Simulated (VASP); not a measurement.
# HfIn4SiO6 (C2) in VASP: single point with PBE+U

Aim: the single point of HfIn4SiO6 with PBE+U.

All numbers are computed with VASP 6.6.1; they aren't measurements. Logs are shortened: lines on timing, memory, paths and dates and some standing lists are left out, and cuts for length are marked.

## 1. The cell of the first run

It takes space group C2 (No. 5, monoclinic). The conventional cell has a = 5.432 Å, b = 9.407 Å, c = 7.636 Å, α = 90.00°, β = 104.07°, γ = 90.00°. Within 2.8 Å of Hf (site symmetry 2) lie 6 O at 2.13 to 2.14 Å. In (site symmetry 2) has 2 O at 2.73 Å and 6 In at 3.12 to 3.18 Å within 3.6 Å. In (site symmetry 2) has 6 O at 2.23 Å within 2.9 Å. In (site symmetry 2) has 2 O at 2.73 Å and 6 In at 3.07 to 3.18 Å within 3.6 Å. In (site symmetry 2) has 2 O at 2.73 Å and 6 In at 3.07 to 3.17 Å within 3.6 Å. Si (site symmetry 2) has 6 O at 1.85 Å within 2.5 Å. O (site symmetry 1) has 1 Si at 1.85 Å and 1 Hf at 2.13 Å and 1 In at 2.23 Å and 2 O at 2.45 to 2.59 Å within 2.6 Å. Within 2.6 Å of O (site symmetry 1) lie 1 Si at 1.85 Å and 1 Hf at 2.14 Å and 1 In at 2.23 Å and 2 O at 2.45 to 2.59 Å.

## 2. Single point, PBE+U

Contents of INCAR:

```
PREC = Accurate
ENCUT = 520
EDIFF = 1E-6
ISMEAR = -1
SIGMA = 0.05
LREAL = F
LASPH = T
NELM = 150
ALGO = Normal
ISIF = 2
LWAVE = F
LCHARG = F
LMAXMIX = 4
LDAU = T
LDAUTYPE = 2
LDAUL = 2 -1 -1 -1
LDAUU = 3 0 0 0
LDAUJ = 0 0 0 0
LDAUPRINT = 1
GGA = PE
NBANDS = 63
```

Contents of KPOINTS:

```
regular mesh
0
Gamma
  4 4 3
```

Contents of POSCAR:

```
HfIn4SiO6
1.0
    2.7158500000     -4.7035700000      0.0083300000
    2.7158500000      4.7035700000      0.0083300000
   -1.8791500000      0.0000000000      7.4012700000
Hf In Si O
1 4 1 6
Direct
    0.7883500000      0.2116500000      0.0000000000
    0.6217500000      0.3782500000      0.5000000000
    0.4550200000      0.5449800000      0.0000000000
    0.2840700000      0.7159300000      0.5000000000
    0.9581400000      0.0418600000      0.5000000000
    0.1216800000      0.8783200000      0.0000000000
    0.0621900000      0.1141500000      0.8666600000
    0.8858500000      0.9378100000      0.1333400000
    0.7949000000      0.5378400000      0.8666300000
    0.4621600000      0.2051000000      0.1333700000
    0.1535200000      0.6287900000      0.1333300000
    0.3712100000      0.8464800000      0.8666700000
```

Potentials or basis: VASP PAW PBE potentials, release 64 (Hf_pv, In_d, Si, O).

On the command line:

```sh
> cat potpaw_PBE.64/Hf_pv/POTCAR potpaw_PBE.64/In_d/POTCAR potpaw_PBE.64/Si/POTCAR potpaw_PBE.64/O/POTCAR > POTCAR
> mpirun -np 1 vasp_std > vasp.out
```

OUTCAR:

```text
PREC = Accurate
   ENCUT = 520
   EDIFF = 1E-6
   ISMEAR = -1
   LREAL = F
   LASPH = T
   NELM = 150
   ISIF = 2
   GGA = PE

 ion  position               nearest neighbor table
   1  0.788  0.212  0.000-   7 2.13   8 2.13  11 2.14  12 2.14   9 2.14  10 2.14   6 3.14   3 3.14
                             3 3.14   3 3.14   6 3.14   6 3.14
   2  0.622  0.378  0.500-   9 2.73  10 2.73   4 3.12   4 3.12   5 3.12   5 3.12   5 3.16   4 3.18

   3  0.455  0.545  0.000-  11 2.23  12 2.23   7 2.23   8 2.23   9 2.23  10 2.23   1 3.14   6 3.14
                             6 3.14   6 3.14   1 3.14   1 3.14
   4  0.284  0.716  0.500-  11 2.73  12 2.73   5 3.07   2 3.12   2 3.12   5 3.17   5 3.17   2 3.18

   5  0.958  0.042  0.500-   7 2.73   8 2.73   4 3.07   2 3.12   2 3.12   2 3.16   4 3.17   4 3.17

   6  0.122  0.878  0.000-   9 1.85  10 1.85  11 1.85  12 1.85   7 1.85   8 1.85   1 3.14   3 3.14
                             3 3.14   3 3.14   1 3.14   1 3.14
   7  0.062  0.114  0.867-   6 1.85   1 2.13   3 2.23   5 2.73
   8  0.886  0.938  0.133-   6 1.85   1 2.13   3 2.23   5 2.73
   9  0.795  0.538  0.867-   6 1.85   1 2.14   3 2.23   2 2.73
  10  0.462  0.205  0.133-   6 1.85   1 2.14   3 2.23   2 2.73
  11  0.154  0.629  0.133-   6 1.85   1 2.14   3 2.23   4 2.73
  12  0.371  0.846  0.867-   6 1.85   1 2.14   3 2.23   4 2.73

  LATTYP: Found a base centered monoclinic cell.
 ALAT       =     5.4317255495
 B/A-ratio  =     1.7318879450
 C/A-ratio  =     1.4058329280
 COS(beta)  =    -0.2431137066

  Lattice vectors:

 A1 = (   2.7158500000,  -4.7035700000,   0.0083300000)
 A2 = (   2.7158500000,   4.7035700000,   0.0083300000)
 A3 = (  -1.8791500000,   0.0000000000,   7.4012700000)

Analysis of symmetry for initial positions (statically):
=====================================================================
 Subroutine PRICEL returns:
 Original cell was already a primitive cell.

 Routine SETGRP: Setting up the symmetry group for a
[... 196 lines left out ...]
  o =  0.0730  v =  0.0000  0.0000  0.0000  0.0000  0.0000  0.0000  0.0000  0.9997 -0.0218  0.0146      0.0000  0.0000  0.0000  0.0000  0.0000  0.0000  0.0000  0.0000  0.0000  0.0000
  o =  0.0773  v =  0.0000  0.0000  0.0000  0.0000  0.0000 -0.7151 -0.6990  0.0000  0.0000  0.0000      0.0000  0.0000  0.0000  0.0000  0.0000  0.0000  0.0000  0.0000  0.0000  0.0000
  o =  0.0773  v = -0.7151 -0.6990  0.0000  0.0000  0.0000  0.0000  0.0000  0.0000  0.0000  0.0000      0.0000  0.0000  0.0000  0.0000  0.0000  0.0000  0.0000  0.0000  0.0000  0.0000
  o =  0.0775  v =  0.0000  0.0000  0.0256  0.6944 -0.7191  0.0000  0.0000  0.0000  0.0000  0.0000      0.0000  0.0000  0.0000  0.0000  0.0000  0.0000  0.0000  0.0000  0.0000  0.0000
  o =  0.0775  v =  0.0000  0.0000  0.0000  0.0000  0.0000  0.0000  0.0000  0.0256  0.6944 -0.7191      0.0000  0.0000  0.0000  0.0000  0.0000  0.0000  0.0000  0.0000  0.0000  0.0000
  o =  0.2212  v =  0.0000  0.0000  0.0055  0.7193  0.6947  0.0000  0.0000  0.0000  0.0000  0.0000      0.0000  0.0000  0.0000  0.0000  0.0000  0.0000  0.0000  0.0000  0.0000  0.0000
  o =  0.2212  v =  0.0000  0.0000  0.0000  0.0000  0.0000  0.0000  0.0000  0.0055  0.7193  0.6947      0.0000  0.0000  0.0000  0.0000  0.0000  0.0000  0.0000  0.0000  0.0000  0.0000
  o =  0.2213  v = -0.6990  0.7151  0.0000  0.0000  0.0000  0.0000  0.0000  0.0000  0.0000  0.0000      0.0000  0.0000  0.0000  0.0000  0.0000  0.0000  0.0000  0.0000  0.0000  0.0000
  o =  0.2213  v =  0.0000  0.0000  0.0000  0.0000  0.0000 -0.6990  0.7151  0.0000  0.0000  0.0000      0.0000  0.0000  0.0000  0.0000  0.0000  0.0000  0.0000  0.0000  0.0000  0.0000

 number of electron     101.9999997 magnetization

 Free energy of the ion-electron system (eV)
  ---------------------------------------------------
  ext. energy  EPLUGINS =         0.00000000
  ---------------------------------------------------
  free energy    TOTEN  =       -75.00593321 eV

  energy without entropy =      -74.99649680  energy(sigma->0) =      -75.00121501

 E-fermi :   7.0631     XC(G=0): -10.3757

 val. band max:        6.9957919784   @ k =  -0.2500   0.2500   0.3333
 cond. band min:       7.2039334992   @ k =  -0.2500  -0.0000   0.3333
 fundamental gap:      0.2081415208
 Fermi energy:         7.0630889291

 k-point     1 :       0.0000    0.0000    0.0000
  band No.  band energies     occupation
      1     -26.2452      2.00000
      2     -26.2175      2.00000
      3     -26.2168      2.00000
      4     -14.6550      2.00000
      5     -13.1550      2.00000
      6     -13.1506      2.00000
[... 1111 lines left out ...]
     62      12.2330      0.00000
     63      12.6166      0.00000

------------------------ aborting loop because EDIFF is reached ----------------------------------------

  FORCE on cell =-STRESS in cart. coord.  units (eV):
  Direction    XX          YY          ZZ          XY          YZ          ZX
  --------------------------------------------------------------------------------------
  -------------------------------------------------------------------------------------
  Total        0.7167823      0.7460831      0.5082445      0.0000000      0.0000000      0.0364821
  in kB        6.0686226      6.3166973      4.3030421      0.0000000      0.0000000      0.3088753
  external PRESSURE =       5.5627873 kB  Pullay stress =       0.0000000 kB

 VOLUME and BASIS-vectors are now :
 -----------------------------------------------------------------------------
  energy-cutoff  :      520.00
  volume of cell :      189.24
      direct lattice vectors                 reciprocal lattice vectors
     2.715850000 -4.703570000  0.008330000     0.183961165 -0.106302234  0.046706933
     2.715850000  4.703570000  0.008330000     0.183961165  0.106302234  0.046706933
    -1.879150000  0.000000000  7.401270000    -0.000414090  0.000000000  0.135006811

 POSITION                                       TOTAL-FORCE (eV/Angst)
 -----------------------------------------------------------------------------------
      2.71585     -2.71255      0.00833         0.000000      0.009404      0.000000
      1.77628     -1.14532      3.70897         0.000000      0.044678      0.000000
      2.71585      0.42313      0.00833        -0.000000      0.006496      0.000000
      1.77628      2.03128      3.70897         0.000000     -0.078237      0.000000
      1.77627     -4.30979      3.70897        -0.000000      0.033443      0.000000
      2.71585      3.55891      0.00833        -0.000000      0.003003      0.000000
     -1.14967      0.24440      6.41585         0.052359     -0.105854     -0.132094
      4.70222      0.24440      1.00208        -0.052359     -0.105854      0.132094
      1.99099     -1.20910      6.42526         0.049130      0.080671     -0.125992
      1.56156     -1.20910      0.99267        -0.049130      0.080671      0.125992
      1.87409      2.23547      0.99333         0.105444      0.015788      0.124283
      1.67846      2.23547      6.42460        -0.105444      0.015788     -0.124283
 -----------------------------------------------------------------------------------
    total drift:                                0.000000      0.000616     -0.000000

  FREE ENERGIE OF THE ION-ELECTRON SYSTEM (eV)
  ---------------------------------------------------
  free  energy   TOTEN  =       -75.0059332145 eV

  energy  without entropy=      -74.9964968016  energy(sigma->0) =      -75.00121501
```

OSZICAR:

```text
N       E                     dE             d eps       ncg     rms          rms(c)
DAV:   1     0.138230730704E+04    0.13823E+04   -0.47367E+04  2184   0.207E+03
DAV:   2     0.199212591380E+03   -0.11831E+04   -0.11244E+04  2270   0.598E+02
DAV:   3    -0.631121218513E+02   -0.26232E+03   -0.25300E+03  2418   0.254E+02
DAV:   4    -0.867594339954E+02   -0.23647E+02   -0.23335E+02  2836   0.785E+01
DAV:   5    -0.875208452652E+02   -0.76141E+00   -0.75587E+00  2764   0.137E+01    0.544E+01
DAV:   6    -0.749860049870E+02    0.12535E+02   -0.55348E+01  3253   0.386E+01    0.475E+01
DAV:   7    -0.750551999354E+02   -0.69195E-01   -0.44324E+00  2524   0.875E+00    0.330E+01
DAV:   8    -0.750298217059E+02    0.25378E-01   -0.87749E-01  2852   0.441E+00    0.641E+00
DAV:   9    -0.750079981968E+02    0.21824E-01   -0.22815E-01  3284   0.238E+00    0.229E+00
DAV:  10    -0.750057769442E+02    0.22213E-02   -0.27594E-02  2876   0.827E-01    0.118E+00
DAV:  11    -0.750058864174E+02   -0.10947E-03   -0.21063E-03  2868   0.210E-01    0.816E-01
DAV:  12    -0.750058987879E+02   -0.12370E-04   -0.21634E-04  3092   0.648E-02    0.656E-01
DAV:  13    -0.750059306898E+02   -0.31902E-04   -0.21595E-04  3060   0.877E-02    0.105E-01
DAV:  14    -0.750059328545E+02   -0.21647E-05   -0.77980E-05  2916   0.368E-02    0.194E-02
DAV:  15    -0.750059332145E+02   -0.36001E-06   -0.37064E-06  2084   0.115E-02
   1 F= -.75005933E+02 E0= -.75001215E+02  d E =-.943641E-02
```

stdout:

```text
POSCAR found type information on POSCAR HfInSiO
 POSCAR found :  4 types and      12 ions
 scaLAPACK will be used
 LDA part: xc-table for (Slater+PW92), standard interpolation
 POSCAR, INCAR and KPOINTS ok, starting setup
 FFT: planning ... GRIDC
 FFT: planning ... GRID_SOFT
 FFT: planning ... GRID
 WAVECAR not read
 entering main loop
```

Run time: 3.4 min. Hardware: 1 thread of Intel Xeon Platinum 8124M at 3.00GHz (Skylake/Cascade Lake), shared host; peak memory 0.41 GiB.

What came out:

```
Free energy            : -75.0059 eV
Pressure               : 0.6 GPa
Largest force          : 0.177 eV/Å
Band gap on the k mesh : zero (bands 51 and 52 overlap by 1.18 eV)
```

Forces in eV/Å, atoms in the order of the input:
```
Hf   0.000  0.009  0.000
In   0.000  0.045  0.000
In   0.000  0.006  0.000
In   0.000 -0.078  0.000
In   0.000  0.033  0.000
Si   0.000  0.003  0.000
O    0.052 -0.106 -0.132
O   -0.052 -0.106  0.132
O    0.049  0.081 -0.126
O   -0.049  0.081  0.126
O    0.105  0.016  0.124
O   -0.105  0.016 -0.124
```

Eigenvalues of the final occupation matrices:
```tsv
site	spin	trace	eigenvalues
site 1 d	1	0.67	0.07 0.08 0.08 0.22 0.22
site 1 d	2	0.67	0.07 0.08 0.08 0.22 0.22
```

Caveat: spin-orbit coupling is left out, which moves the levels of the heavy elements; U without spin polarisation on a metal has little footing.
